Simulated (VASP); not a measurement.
# OsBr (Pmma) in VASP: single point with PBE

Aim: the single point of OsBr with PBE.

Program: VASP 6.6.1. These are calculated values, not measurements. Logs are shortened: lines on timing, memory, paths and dates and some standing lists are left out, and cuts for length are marked.

### Step 1. The cell of the first run

It takes space group Pmma (No. 51, orthorhombic). Conventional cell: a = 3.480 Å, b = 3.052 Å, c = 9.451 Å, α = 90.00°, β = 90.00°, γ = 90.00°. Os (site symmetry mm2) has 4 Os at 2.31 to 3.05 Å and 4 Br at 2.95 Å within 3.1 Å. Within 3.9 Å of Br (site symmetry mm2) lie 6 Os at 2.95 to 3.68 Å and 4 Br at 3.05 to 3.48 Å.

### Step 2. Single point, PBE

Input file INCAR:

```
PREC     = Accurate       # precision mode
ENCUT    = 560            # plane-wave cutoff, eV
EDIFF    = 1E-6           # SCF threshold, eV
ISMEAR   = 0              # smearing method
SIGMA    = 0.1            # smearing width, eV
LREAL    = F              # projectors in reciprocal space
LASPH    = T              # aspherical terms in the spheres
NELM     = 120            # most SCF steps
ALGO     = Normal         # electronic algorithm
ISIF     = 2              # what is computed and relaxed
LWAVE    = F              # write WAVECAR
LCHARG   = T              # write CHGCAR
GGA      = PE             # functional
LELF     = T              # ELF
LVHAR    = T            
NBANDS   = 31             # bands
GGA_COMPAT= F
```

Input file KPOINTS:

```
Automatic mesh
0
Gamma
  10 16 8
```

Input file POSCAR:

```
OsBr
1.0
    3.4802853518      0.0000000000      0.0000000000
    0.0000000000      3.0518142047      0.0000000000
    0.0000000000      0.0000000000      9.4505021791
Os Br
2 2
Direct
    0.7500000000      0.0000000000      0.5805982834
    0.2500000000      0.0000000000      0.4194017166
    0.7500000000      0.5000000000      0.2260222140
    0.2500000000      0.5000000000      0.7739777860
```

Potentials or basis: VASP PAW PBE potentials, release 64 (Os_sv_GW, Br).

The run is started by

```console
$ cat potpaw_PBE.64/Os_sv_GW/POTCAR potpaw_PBE.64/Br/POTCAR > POTCAR
$ mpirun -np 1 vasp_std > vasp.out
```

OUTCAR:

```text
PREC = Accurate
   ENCUT = 560
   EDIFF = 1E-6
   ISMEAR = 0
   LREAL = F
   LASPH = T
   NELM = 120
   ISIF = 2
   GGA = PE

 ion  position               nearest neighbor table
   1  0.750  0.000  0.581-   2 2.31   2 2.31   4 2.95   4 2.95   4 2.95   4 2.95
   2  0.250  0.000  0.419-   1 2.31   1 2.31   3 2.95   3 2.95   3 2.95   3 2.95
   3  0.750  0.500  0.226-   2 2.95   2 2.95   2 2.95   2 2.95
   4  0.250  0.500  0.774-   1 2.95   1 2.95   1 2.95   1 2.95

  LATTYP: Found a simple orthorhombic cell.
 ALAT       =     3.0518142047
 B/A-ratio  =     1.1403988311
 C/A-ratio  =     3.0966833317

  Lattice vectors:

 A1 = (   0.0000000000,  -3.0518142047,   0.0000000000)
 A2 = (   3.4802853518,   0.0000000000,   0.0000000000)
 A3 = (   0.0000000000,   0.0000000000,   9.4505021791)

Analysis of symmetry for initial positions (statically):
=====================================================================
 Subroutine PRICEL returns:
 Original cell was already a primitive cell.

 Routine SETGRP: Setting up the symmetry group for a
 simple orthorhombic supercell.

 Subroutine GETGRP returns: Found  8 space group operations
 (whereof  4 operations were pure point group operations)
 out of a pool of  8 trial point group operations.

The static configuration has the point symmetry C_2h.
 The point group associated with its full space group is D_2h.

Analysis of symmetry for dynamics (positions and initial velocities):
=====================================================================
 Subroutine PRICEL returns:
 Original cell was already a primitive cell.

 Routine SETGRP: Setting up the symmetry group for a
 simple orthorhombic supercell.

 Subroutine GETGRP returns: Found  8 space group operations
 (whereof  4 operations were pure point group operations)
 out of a pool of  8 trial point group operations.

The dynamic configuration has the point symmetry C_2h.
 The point group associated with its full space group is D_2h.

 Subroutine INISYM returns: Found  8 space group operations
 (whereof  4 operations are pure point group operations),
 and found     1 'primitive' translations

----------------------------------------------------------------------------------------

                                     Primitive cell

  volume of cell :     100.3755

[... 91 lines left out ...]
   NELM   =    120;   NELMIN=  2; NELMDL= -5     # of ELM steps
   EDIFF  = 0.1E-05   stopping-criterion for ELM
   LREAL  =      F    real-space projection
   EDIFFG = 0.1E-04   stopping-criterion for IOM
   NSW    =      0    number of steps for IOM
   IBRION =     -1    ionic relax: 0-MD 1-quasi-New 2-CG
   NFREE  =      0    steps in history (QN), initial steepest desc. (CG)
   ISIF   =      2    stress and relaxation
   ISYM   =      2    0-nonsym 1-usesym 2-fastsym
   POTIM  = 0.5000    time-step for ionic-motion
   TEBEG  =    0.0;   TEEND  =   0.0 temperature during run
   PSTRESS=    0.0 pullay stress
   NELECT =      46.0000    total number of electrons
   NUPDOWN=      -1.0000    fix difference up-down
   EMIN   =  10.00;   EMAX   =-10.00  energy-range for DOS
   EFERMI =   0.00;   METHOD = LEGACY
   ISMEAR =     0;   SIGMA  =   0.10  broadening in eV -4-tet -1-fermi 0-gaus
   EFERMI_NEDOS =   21; number of points for ismear=-14 and -15
   IALGO  =     38    algorithm
   IMIX   =      4    mixing-type and parameters
     AMIX     =   0.40;   BMIX     =  1.00
     AMIX_MAG =   1.60;   BMIX_MAG =  1.00
  volume/ion in A,a.u.               =      25.09       169.34
  Fermi-wavevector in a.u.,A,eV,Ry     =   1.262171  2.385157 21.675107  1.593075
  Thomas-Fermi vector in A             =   2.395593
   LORBIT       =      0    0 simple, 1 ext, 2 COOP (PROOUT), +10 PAW based schemes
   GGA     = PE    functional components
   LHFCALC =     F    Hartree Fock is set to
   AEXX    =    0.0000 exact exchange contribution
   IVDW    =     0    specifies the selected vdW correction
   LEPSILON=     F    determine dielectric tensor
   LRPA    =     F    only Hartree local field effects (RPA)
 non-spin polarized calculation
 Gauss-broadening in eV      SIGMA  =   0.10
  energy-cutoff  :      560.00
  volume of cell :      100.38
 maximum number of plane-waves:      3058
 NGX is ok and might be reduce to    28
   NGX = 13   NGY = 11   NGZ = 37

 number of electron      46.0000000 magnetization

 Free energy of the ion-electron system (eV)
  ---------------------------------------------------
  ext. energy  EPLUGINS =         0.00000000
  ---------------------------------------------------
  free energy    TOTEN  =       -24.58825907 eV

  energy without entropy =      -24.56854771  energy(sigma->0) =      -24.57840339

 E-fermi :   4.8344     XC(G=0):  -9.7038

 val. band max:        4.8294022685   @ k =   0.1000   0.3125   0.1250
 cond. band min:       4.8357871174   @ k =   0.1000   0.4375   0.2500
 fundamental gap:      0.0063848490
 Fermi energy:         4.8343576027

 k-point     1 :       0.0000    0.0000    0.0000
  band No.  band energies     occupation
      1     -82.2377      2.00000
      2     -82.0134      2.00000
      3     -42.1964      2.00000
      4     -41.9444      2.00000
      5     -41.4426      2.00000
      6     -41.1856      2.00000
[... 805 lines left out ...]
     30       9.7980      0.00000
     31      11.9491      0.00000

 [... further k-points ...]

------------------------ aborting loop because EDIFF is reached ----------------------------------------

  FORCE on cell =-STRESS in cart. coord.  units (eV):
  Direction    XX          YY          ZZ          XY          YZ          ZX
  --------------------------------------------------------------------------------------
  -------------------------------------------------------------------------------------
  Total       -0.1323554     -0.2924578     -0.1829815      0.0000000      0.0000000      0.0000000
  in kB       -2.1126344     -4.6681632     -2.9207208      0.0000000      0.0000000      0.0000000
  external PRESSURE =      -3.2338395 kB  Pullay stress =       0.0000000 kB

 VOLUME and BASIS-vectors are now :
 -----------------------------------------------------------------------------
  energy-cutoff  :      560.00
  volume of cell :      100.38
      direct lattice vectors                 reciprocal lattice vectors
     3.480285352  0.000000000  0.000000000     0.287332761  0.000000000  0.000000000
     0.000000000  3.051814205  0.000000000     0.000000000  0.327673945  0.000000000
     0.000000000  0.000000000  9.450502179     0.000000000  0.000000000  0.105814483

 POSITION                                       TOTAL-FORCE (eV/Angst)
 -----------------------------------------------------------------------------------
      2.61021      0.00000      5.48695        -0.000000     -0.000000      0.080681
      0.87007      0.00000      3.96356         0.000000      0.000000     -0.080681
      2.61021      1.52591      2.13602        -0.000000     -0.000000     -0.001361
      0.87007      1.52591      7.31448        -0.000000      0.000000      0.001361
 -----------------------------------------------------------------------------------
    total drift:                                0.000000     -0.000000      0.000000

  FREE ENERGIE OF THE ION-ELECTRON SYSTEM (eV)
  ---------------------------------------------------
  free  energy   TOTEN  =       -24.5882590681 eV

  energy  without entropy=      -24.5685477114  energy(sigma->0) =      -24.57840339
```

OSZICAR:

```text
N       E                     dE             d eps       ncg     rms          rms(c)
DAV:   1     0.447807169865E+03    0.44781E+03   -0.29135E+04 20076   0.148E+03
DAV:   2    -0.856573510602E+00   -0.44866E+03   -0.43266E+03 21642   0.383E+02
DAV:   3    -0.281070358840E+02   -0.27250E+02   -0.26500E+02 20829   0.912E+01
DAV:   4    -0.285784949908E+02   -0.47146E+00   -0.46890E+00 20113   0.118E+01
DAV:   5    -0.285875809353E+02   -0.90859E-02   -0.90799E-02 21399   0.133E+00    0.115E+02
DAV:   6    -0.247885517433E+02    0.37990E+01   -0.11059E+01 21436   0.200E+01    0.575E+01
DAV:   7    -0.251115413606E+02   -0.32299E+00   -0.43701E+00 20282   0.124E+01    0.151E+01
DAV:   8    -0.245861414180E+02    0.52540E+00   -0.10552E+00 19764   0.710E+00    0.255E+00
DAV:   9    -0.245905824737E+02   -0.44411E-02   -0.15452E-01 19586   0.207E+00    0.149E+00
DAV:  10    -0.245884567820E+02    0.21257E-02   -0.11711E-02 19380   0.698E-01    0.460E-01
DAV:  11    -0.245884687763E+02   -0.11994E-04   -0.20504E-03 19979   0.335E-01    0.392E-01
DAV:  12    -0.245882563396E+02    0.21244E-03   -0.46461E-04 19383   0.138E-01    0.924E-02
DAV:  13    -0.245882641278E+02   -0.77883E-05   -0.47949E-05 17258   0.372E-02    0.641E-02
DAV:  14    -0.245882607684E+02    0.33594E-05   -0.42345E-06 17300   0.140E-02    0.400E-02
DAV:  15    -0.245882590744E+02    0.16941E-05   -0.74216E-06 17272   0.157E-02    0.402E-03
DAV:  16    -0.245882590681E+02    0.62819E-08   -0.35993E-07 10064   0.385E-03
   1 F= -.24588259E+02 E0= -.24578403E+02  d E =-.197114E-01
```

stdout:

```text
POSCAR found type information on POSCAR OsBr
 POSCAR found :  2 types and       4 ions
 scaLAPACK will be used
 LDA part: xc-table for (Slater+PW92), standard interpolation
 POSCAR, INCAR and KPOINTS ok, starting setup
 FFT: planning ... GRIDC
 FFT: planning ... GRID_SOFT
 FFT: planning ... GRID
 WAVECAR not read
 entering main loop
```

Run time: 7 min. Hardware: 1 thread of Intel Xeon 6975P-C (Granite Rapids), shared host; peak memory 0.86 GiB.

What came out:

```yaml
Free_energy: -24.5883 eV
Pressure: -0.3 GPa
Largest_force: 0.081 eV/Å
Band_gap_on_the_k_mesh: zero (bands 23 and 24 overlap by 1.99 eV)
```

Forces on the atoms (eV/Å):
```
Os   0.000  0.000  0.081
Os   0.000  0.000 -0.081
Br   0.000  0.000 -0.001
Br   0.000  0.000  0.001
```

Levels at points of the mesh, in eV from the Fermi level:
```tsv
k point	band 20	band 21	band 22	band 23	band 24	band 25	band 26	band 27
(0.00, 0.00, 0.00)	-2.32	-2.26	-1.77	-0.53	0.23	0.48	0.80	2.15
(0.50, 0.00, 0.00)	-3.18	-1.57	-1.57	-0.64	-0.64	0.86	0.86	2.74
(0.00, 0.50, 0.00)	-2.57	-1.26	-0.12	0.26	0.73	1.18	1.42	2.08
(0.50, 0.50, 0.00)	-2.19	-1.94	-1.94	0.52	0.52	1.26	1.26	3.04
(0.00, 0.00, 0.50)	-2.24	-2.05	-1.77	-0.51	0.24	0.48	0.79	2.13
(0.50, 0.00, 0.50)	-3.18	-1.63	-1.63	-0.63	-0.63	0.86	0.86	2.55
(0.00, 0.50, 0.50)	-2.58	-1.24	-0.28	0.25	0.73	1.18	1.39	2.12
(0.50, 0.50, 0.50)	-2.19	-1.86	-1.86	0.44	0.44	1.25	1.25	2.99
```

Caveat: spin-orbit coupling is left out, which moves the levels of the heavy elements; this functional lacks dispersion, which binds layers or chains, so the pressure and a relaxed spacing across them are unreliable.
